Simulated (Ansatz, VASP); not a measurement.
## Two plane-wave programs on Zr

```
Zr
1.0
     3.23200    0.00000    0.00000
    -1.61600    2.79899    0.00000
     0.00000    0.00000    5.14700
Zr
2
Direct
  0.33333 0.66667 0.25000
  0.66667 0.33333 0.75000
```

Alike in both runs: task relaxation of cell and atoms; functional PBE; k mesh 18 × 18 × 10; occupations fermi-dirac, width 0.05 eV; no spin polarisation.

|  | VASP | Ansatz |
| --- | --- | --- |
| version | VASP 6.6.1 | Ansatz 0.2.0 |
| potentials or method | VASP PAW PBE potentials, release 64 (Zr_sv) | PAW with Ansatz's default frozen-core files, scalar-relativistic |
| plane-wave cutoff (eV) | 600 | 420 |
| valence electrons in the cell | 24 | 24 |

VASP gave:

| Quantity | Value |
| --- | --- |
| relaxed volume (Å³/atom) | 23.39 |
| relaxed length of the cell vector where the two differ most in proportion (Å) | 5.171 |

Estimate Ansatz's values.

relaxed volume (Å³/atom): 23.39; relaxed length of the cell vector where the two differ most in proportion (Å): 5.170.
